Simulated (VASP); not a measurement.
# Al2O3 (P-6m2) in VASP: further runs

Al2O3 is run at these levels: PBE+D3(BJ); tasks: single point.

All numbers are computed with VASP 6.6.1; they aren't measurements. Logs are shortened: lines on timing, memory, paths and dates and some standing lists are left out, and cuts for length are marked.

## 1. The cell of the first run

Symmetry: P-6m2, No. 187, hexagonal system. The conventional cell has a = 2.917 Å, b = 2.917 Å, c = 7.424 Å, α = 90.00°, β = 90.00°, γ = 120.00°. Within 2.4 Å of Al (site symmetry 3m) lie 6 O at 1.82 to 2.20 Å. O (site symmetry 3m) has 3 Al at 1.82 Å within 2.4 Å. O (site symmetry -6m2) has 6 Al at 2.20 Å and 6 O at 2.70 Å within 2.9 Å.

## 2. Single point, PBE+D3(BJ)

INCAR

```
SYSTEM = Al2O3
  ALGO = Normal
  EDIFF = 1E-6
  ENCUT = 520
  GGA = PE
  ISIF = 2
  ISMEAR = 0
  IVDW = 12
  LASPH = .True.
  LCHARG = .False.
  LREAL = .False.
  LWAVE = .False.
  NBANDS = 20
  NELM = 60
  PREC = Accurate
  SIGMA = 0.05
```

KPOINTS

```
k-points
0
Gamma
  9 9 4
  0 0 0
```

POSCAR

```
Al2O3
1.0
    2.9172793866      0.0000000000      0.0000000000
   -1.4586396933      2.5264380587      0.0000000000
    0.0000000000      0.0000000000      7.4236882398
Al O
2 3
Direct
    0.0000000000      0.0000000000      0.1907358529
    0.0000000000      0.0000000000      0.8092641471
    0.3333333333      0.6666666667      0.2840924954
    0.6666666667      0.3333333333      0.0000000000
    0.3333333333      0.6666666667      0.7159075046
```

Potentials or basis: VASP PAW PBE potentials, release 64 (Al, O).

Launch:

```sh
> cat potpaw_PBE.64/Al/POTCAR potpaw_PBE.64/O/POTCAR > POTCAR
> mpirun -np 1 vasp_std > vasp.out
```

OUTCAR:

```text
SYSTEM = Al2O3
   EDIFF = 1E-6
   ENCUT = 520
   GGA = PE
   ISIF = 2
   ISMEAR = 0
   IVDW = 12
   LASPH = .True.
   LREAL = .False.
   NELM = 60
   PREC = Accurate
 IVDW          = 12

 ion  position               nearest neighbor table
   1  0.000  0.000  0.191-   3 1.82   3 1.82   3 1.82   4 2.20   4 2.20   4 2.20   2 2.83
   2  0.000  0.000  0.809-   5 1.82   5 1.82   5 1.82   4 2.20   4 2.20   4 2.20   1 2.83
   3  0.333  0.667  0.284-   1 1.82   1 1.82   1 1.82
   4  0.667  0.333  0.000-   1 2.20   2 2.20   1 2.20   2 2.20   1 2.20   2 2.20
   5  0.333  0.667  0.716-   2 1.82   2 1.82   2 1.82

  LATTYP: Found a hexagonal cell.
 ALAT       =     2.9172793866
 C/A-ratio  =     2.5447299542

  Lattice vectors:

 A1 = (   2.9172793866,   0.0000000000,   0.0000000000)
 A2 = (  -1.4586396933,   2.5264380587,   0.0000000000)
 A3 = (   0.0000000000,   0.0000000000,   7.4236882398)

Analysis of symmetry for initial positions (statically):
=====================================================================
 Subroutine PRICEL returns:
 Original cell was already a primitive cell.

 Routine SETGRP: Setting up the symmetry group for a
 hexagonal supercell.

 Subroutine GETGRP returns: Found 12 space group operations
 (whereof 12 operations were pure point group operations)
 out of a pool of 24 trial point group operations.

The static configuration has the point symmetry D_3h.

Analysis of symmetry for dynamics (positions and initial velocities):
=====================================================================
 Subroutine PRICEL returns:
 Original cell was already a primitive cell.

 Routine SETGRP: Setting up the symmetry group for a
 hexagonal supercell.

 Subroutine GETGRP returns: Found 12 space group operations
 (whereof 12 operations were pure point group operations)
 out of a pool of 24 trial point group operations.

The dynamic configuration has the point symmetry D_3h.

 Subroutine INISYM returns: Found 12 space group operations
 (whereof 12 operations are pure point group operations),
 and found     1 'primitive' translations

----------------------------------------------------------------------------------------

                                     Primitive cell

  volume of cell :      54.7150

  direct lattice vectors                    reciprocal lattice vectors
     2.917279387  0.000000000  0.000000000     0.342785132  0.197907088  0.000000000
    -1.458639693  2.526438059  0.000000000     0.000000000  0.395814177  0.000000000
     0.000000000  0.000000000  7.423688240     0.000000000  0.000000000  0.134703933

  length of vectors
     2.917279387  2.917279387  7.423688240     0.395814177  0.395814177  0.134703933

  position of ions in fractional coordinates (direct lattice)
     0.000000000  0.000000000  0.190735853
     0.000000000  0.000000000  0.809264147
     0.333333333  0.666666667  0.284092495
     0.666666667  0.333333333  0.000000000
     0.333333333  0.666666667  0.715907505

  ion indices of the primitive-cell ions
   primitive index   ion index
                 1           1
                 2           2
                 3           3
                 4           4
                 5           5

----------------------------------------------------------------------------------------

 KPOINTS: k-points

Automatic generation of k-mesh.
 Grid dimensions read from file:
 generate k-points for:    9    9    4

 Generating k-lattice:

  Cartesian coordinates                     Fractional coordinates (reciprocal lattice)
     0.038087237  0.021989676  0.000000000     0.111111111  0.000000000  0.000000000
     0.000000000  0.043979353  0.000000000     0.000000000  0.111111111  0.000000000
     0.000000000  0.000000000  0.033675983     0.000000000  0.000000000  0.250000000

  Length of vectors
     0.043979353  0.043979353  0.033675983

  Shift w.r.t. Gamma in fractional coordinates (k-lattice)
     0.000000000  0.000000000  0.000000000

 Subroutine IBZKPT returns following result:
 ===========================================

 Found     36 irreducible k-points:

 Following reciprocal coordinates:
            Coordinates               Weight
  0.000000  0.000000  0.000000      1.000000
  0.111111  0.000000  0.000000      6.000000
  0.222222  0.000000  0.000000      6.000000
  0.333333 -0.000000  0.000000      6.000000
  0.444444  0.000000  0.000000      6.000000
  0.111111  0.111111  0.000000      6.000000
[... 16 lines left out ...]
  0.333333  0.222222  0.250000     24.000000
  0.333333  0.333333  0.250000      4.000000
 [... further k-points ...]
   k-points           NKPTS =     36   k-points in BZ     NKDIM =     36   number of bands    NBANDS=     20
   number of dos      NEDOS =    301   number of ions     NIONS =      5
   total plane-waves  NPLWV =  32256
   dimension x,y,z NGX =    24 NGY =   24 NGZ =   56
   dimension x,y,z NGXF=    48 NGYF=   48 NGZF=  112
   ions per type =               2   3
   NGX,Y,Z   is equivalent  to a cutoff of  13.68, 13.68, 12.54 a.u.
   NGXF,Y,Z  is equivalent  to a cutoff of  27.35, 27.35, 25.08 a.u.
 SYSTEM =  Al2O3
   PREC   = accura    normal or accurate (medium, high low for compatibility)
   ISTART =      0    job   : 0-new  1-cont  2-samecut
   ICHARG =      2    charge: 1-file 2-atom 10-const
   ISPIN  =      1    spin polarized calculation?
   LNONCOLLINEAR =      F non collinear calculations
   LSORBIT =      F    spin-orbit coupling
   LASPH  =      T    aspherical Exc in radial PAW
   ENCUT  =  520.0 eV  38.22 Ry    6.18 a.u.   5.42  5.42 13.80*2*pi/ulx,y,z
   NELM   =     60;   NELMIN=  2; NELMDL= -5     # of ELM steps
   EDIFF  = 0.1E-05   stopping-criterion for ELM
   LREAL  =      F    real-space projection
   EDIFFG = 0.1E-04   stopping-criterion for IOM
   NSW    =      0    number of steps for IOM
   IBRION =     -1    ionic relax: 0-MD 1-quasi-New 2-CG
   NFREE  =      0    steps in history (QN), initial steepest desc. (CG)
   ISIF   =      2    stress and relaxation
   ISYM   =      2    0-nonsym 1-usesym 2-fastsym
   POTIM  = 0.5000    time-step for ionic-motion
   TEBEG  =    0.0;   TEEND  =   0.0 temperature during run
   PSTRESS=    0.0 pullay stress
   NELECT =      24.0000    total number of electrons
   NUPDOWN=      -1.0000    fix difference up-down
   EMIN   =  10.00;   EMAX   =-10.00  energy-range for DOS
   EFERMI =   0.00;   METHOD = LEGACY
   ISMEAR =     0;   SIGMA  =   0.05  broadening in eV -4-tet -1-fermi 0-gaus
   EFERMI_NEDOS =   21; number of points for ismear=-14 and -15
   IALGO  =     38    algorithm
   IMIX   =      4    mixing-type and parameters
     AMIX     =   0.40;   BMIX     =  1.00
     AMIX_MAG =   1.60;   BMIX_MAG =  1.00
  volume/ion in A,a.u.               =      10.94        73.85
  Fermi-wavevector in a.u.,A,eV,Ry     =   1.243874  2.350581 21.051246  1.547223
  Thomas-Fermi vector in A             =   2.378166
   LORBIT       =      0    0 simple, 1 ext, 2 COOP (PROOUT), +10 PAW based schemes
   GGA     = PE    functional components
   LHFCALC =     F    Hartree Fock is set to
   AEXX    =    0.0000 exact exchange contribution
   IVDW    =    12    specifies the selected vdW correction
   LEPSILON=     F    determine dielectric tensor
   LRPA    =     F    only Hartree local field effects (RPA)
 non-spin polarized calculation
 Gauss-broadening in eV      SIGMA  =   0.05
  energy-cutoff  :      520.00
  volume of cell :       54.72
 maximum number of plane-waves:      1515
 NGX is ok and might be reduce to    24
   NGX = 11   NGY = 11   NGZ = 27

 number of electron      23.9999987 magnetization

 Free energy of the ion-electron system (eV)
  ---------------------------------------------------
  ext. energy  EPLUGINS =         0.00000000
  ---------------------------------------------------
  free energy    TOTEN  =       -36.31979456 eV

  energy without entropy =      -36.31979456  energy(sigma->0) =      -36.31979456

 E-fermi :   3.6369     XC(G=0): -10.0920

 val. band max:        3.3242415657   @ k =   0.1111   0.1111   0.0000
 cond. band min:       7.4323875491   @ k =   0.0000   0.0000   0.0000
 fundamental gap:      4.1081459835
 Fermi energy:         3.6368651284

 k-point     1 :       0.0000    0.0000    0.0000
  band No.  band energies     occupation
      1     -15.3467      2.00000
      2     -14.3559      2.00000
      3     -13.3099      2.00000
      4      -1.6533      2.00000
      5       0.7599      2.00000
      6       1.7112      2.00000
[... 12 lines left out ...]
     19      17.6233      0.00000
     20      17.8484      0.00000

 k-point     2 :       0.1111    0.0000    0.0000
  band No.  band energies     occupation
      1     -15.2050      2.00000
      2     -14.2512      2.00000
      3     -13.2578      2.00000
      4      -1.5855      2.00000
      5       0.5126      2.00000
      6       1.3019      2.00000
[... 12 lines left out ...]
     19      17.3044      0.00000
     20      17.9567      0.00000

 k-point     3 :       0.2222    0.0000    0.0000
  band No.  band energies     occupation
      1     -14.8110      2.00000
      2     -13.9727      2.00000
      3     -13.1380      2.00000
      4      -1.5512      2.00000
      5      -0.5207      2.00000
      6       0.3533      2.00000
[... 12 lines left out ...]
     19      16.8490      0.00000
     20      17.8551      0.00000

 k-point     4 :       0.3333   -0.0000    0.0000
  band No.  band energies     occupation
      1     -14.2645      2.00000
      2     -13.6276      2.00000
      3     -13.0512      2.00000
      4      -1.9361      2.00000
      5      -1.7806      2.00000
      6      -0.5600      2.00000
[... 12 lines left out ...]
     19      17.0148      0.00000
     20      17.5745      0.00000

 k-point     5 :       0.4444    0.0000    0.0000
  band No.  band energies     occupation
      1     -13.7702      2.00000
      2     -13.3825      2.00000
      3     -13.0989      2.00000
      4      -2.5647      2.00000
      5      -2.3899      2.00000
      6      -1.1038      2.00000
[... 12 lines left out ...]
     19      17.0919      0.00000
     20      17.4864      0.00000

 k-point     6 :       0.1111    0.1111    0.0000
  band No.  band energies     occupation
      1     -14.9369      2.00000
      2     -14.0593      2.00000
      3     -13.1715      2.00000
      4      -1.5252      2.00000
      5      -0.0591      2.00000
      6       0.4667      2.00000
[... 12 lines left out ...]
     19      16.7883      0.00000
     20      17.9387      0.00000

 k-point     7 :       0.2222    0.1111    0.0000
  band No.  band energies     occupation
      1     -14.4637      2.00000
      2     -13.7452      2.00000
      3     -13.0656      2.00000
      4      -1.6894      2.00000
      5      -1.1490      2.00000
      6      -0.4071      2.00000
[... 12 lines left out ...]
     19      16.4254      0.00000
     20      17.5848      0.00000
[... 277 lines left out ...]
 k-point    20 :       0.3333    0.1111    0.2500
  band No.  band energies     occupation
      1     -13.9180      2.00000
      2     -13.4657      2.00000
      3     -13.0385      2.00000
      4      -2.1650      2.00000
      5      -2.1342      2.00000
      6      -0.8544      2.00000
[... 12 lines left out ...]
     19      16.5840      0.00000
     20      17.2399      0.00000

 k-point    21 :       0.4444    0.1111    0.2500
  band No.  band energies     occupation
      1     -13.6108      2.00000
      2     -13.3387      2.00000
      3     -13.1157      2.00000
      4      -2.5531      2.00000
      5      -2.3648      2.00000
      6      -1.0275      2.00000
[... 12 lines left out ...]
     19      16.8047      0.00000
     20      16.9923      0.00000

 k-point    22 :       0.2222    0.2222    0.2500
  band No.  band energies     occupation
      1     -13.9817      2.00000
      2     -13.4920      2.00000
      3     -13.0174      2.00000
      4      -1.9124      2.00000
      5      -1.7399      2.00000
      6      -0.9384      2.00000
[... 12 lines left out ...]
     19      15.8548      0.00000
     20      17.0140      0.00000

 k-point    23 :       0.3333    0.2222    0.2500
  band No.  band energies     occupation
      1     -13.5498      2.00000
      2     -13.3016      2.00000
      3     -13.0971      2.00000
      4      -2.2452      2.00000
      5      -2.0167      2.00000
      6      -0.8907      2.00000
[... 12 lines left out ...]
     19      16.0652      0.00000
     20      16.7051      0.00000

 k-point    24 :       0.3333    0.3333    0.2500
  band No.  band energies     occupation
      1     -13.2720      2.00000
      2     -13.2581      2.00000
      3     -13.2264      2.00000
      4      -2.2007      2.00000
      5      -1.7462      2.00000
      6      -0.8027      2.00000
[... 12 lines left out ...]
     19      15.9764      0.00000
     20      16.5655      0.00000

 [... further k-points ...]

------------------------ aborting loop because EDIFF is reached ----------------------------------------

 Edisp (eV)   -0.92163

 E8    (eV) :    -0.3482

  FORCE on cell =-STRESS in cart. coord.  units (eV):
  Direction    XX          YY          ZZ          XY          YZ          ZX
  --------------------------------------------------------------------------------------
  -------------------------------------------------------------------------------------
  Total      -3.40465    -3.40465    -2.10244     0.00000     0.00000     0.00000
  in kB     -99.69569   -99.69569   -61.56404     0.00000     0.00000     0.00000
  external pressure =      -86.99 kB  Pullay stress =        0.00 kB

 VOLUME and BASIS-vectors are now :
 -----------------------------------------------------------------------------
  energy-cutoff  :      520.00
  volume of cell :       54.72
      direct lattice vectors                 reciprocal lattice vectors
     2.917279387  0.000000000  0.000000000     0.342785132  0.197907088  0.000000000
    -1.458639693  2.526438059  0.000000000     0.000000000  0.395814177  0.000000000
     0.000000000  0.000000000  7.423688240     0.000000000  0.000000000  0.134703933

 POSITION                                       TOTAL-FORCE (eV/Angst)
 -----------------------------------------------------------------------------------
      0.00000      0.00000      1.41596        -0.000000      0.000000      0.191642
      0.00000      0.00000      6.00772         0.000000      0.000000     -0.191642
     -0.00000      1.68429      2.10901        -0.000000      0.000000     -0.593707
      1.45864      0.84215      0.00000         0.000000     -0.000000      0.000000
     -0.00000      1.68429      5.31467         0.000000     -0.000000      0.593707
 -----------------------------------------------------------------------------------
    total drift:                               -0.000000      0.000000     -0.000000

  FREE ENERGIE OF THE ION-ELECTRON SYSTEM (eV)
  ---------------------------------------------------
  free  energy   TOTEN  =       -37.2414274355 eV

  energy  without entropy=      -37.2414274355  energy(sigma->0) =      -37.24142744
```

It took 47 s on 1 thread of Intel Xeon Platinum 8375C at 2.90GHz (Ice Lake), shared host; peak memory 0.19 GiB.

Results:

* Free energy: -37.2414 eV
* Pressure: -8.7 GPa
* Largest force: 0.594 eV/Å
* Band gap on the k mesh: 4.11 eV, indirect (least direct gap 4.20 eV)
* Dispersion energy per atom: -0.184 eV

Forces on the atoms (eV/Å):
```
Al   0.000  0.000  0.192
Al   0.000  0.000 -0.192
O    0.000  0.000 -0.594
O    0.000  0.000  0.000
O    0.000  0.000  0.594
```

Levels at points of the mesh, in eV from the valence-band top:
```
           k point  band 9  band 10  band 11  band 12  band 13  band 14  band 15  band 16
(0.00, 0.00, 0.00)   -1.38    -0.73    -0.73    -0.10     4.11     7.23     7.76    11.49
(0.00, 0.00, 0.50)   -1.41    -0.75    -0.72    -0.72     4.59     6.72     7.81    11.77
```

A k mesh can miss the band edges.

(Part 1 of 2 ends here.)
